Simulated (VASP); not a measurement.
Set up this calculation in VASP 6.6.1, as the native input.

- Task: single point
- Functional: PBE
- Potentials or basis: VASP PAW PBE potentials, release 64 (Al, Ru_pv, N)
- Cutoff: 520 eV
- k mesh: 12 × 12 × 6
- Occupations: gaussian, width 0.01 eV
- Spin: no spin polarisation
- Dipole correction: no
- Further INCAR settings: ALGO = Normal; EDIFF = 1e-07; NBANDS = 22

The structure of Al3RuN lies in POSCAR:

```
Al3RuN
1.0
    3.0334391284      0.0000000000      0.0000000000
    0.0000000000      3.0334391284      0.0000000000
    0.0000000000      0.0000000000      6.5909276135
Al Ru N
3 1 1
Direct
    0.5000000000      0.5000000000      0.7045979915
    0.5000000000      0.5000000000      0.2954020085
    0.0000000000      0.0000000000      0.0000000000
    0.0000000000      0.0000000000      0.5000000000
    0.5000000000      0.5000000000      0.0000000000
```

These files were run (other wordings do the same):

INCAR

```
SYSTEM = Al3RuN
PREC = Accurate
ENCUT = 520
EDIFF = 1E-7
ISMEAR = 0
SIGMA = 0.01
LREAL = .False.
LASPH = .True.
NELM = 80
ALGO = Normal
ISIF = 2
LWAVE = .False.
LCHARG = .True.
GGA = PE
LELF = .True.
LVHAR = .True.
NBANDS = 22
```

KPOINTS

```
regular mesh
0
Gamma
  12 12 6
  0 0 0
```

Potentials or basis: VASP PAW PBE potentials, release 64 (Al, Ru_pv, N).

Launch:

```bash
$ cat potpaw_PBE.64/Al/POTCAR potpaw_PBE.64/Ru_pv/POTCAR potpaw_PBE.64/N/POTCAR > POTCAR
$ mpirun -np 1 vasp_std > vasp.out
```

Results of the run:

```json
{"Pressure": "-0.1 GPa", "Largest force": "0.023 eV/Å", "Band gap on the k mesh": "0.06 eV (least direct gap 0.14 eV)"}
```

Wall time 62 s on 1 thread of AMD EPYC 9R45 96-Core Processor (Zen 5) (shared host), peak memory 0.25 GiB.
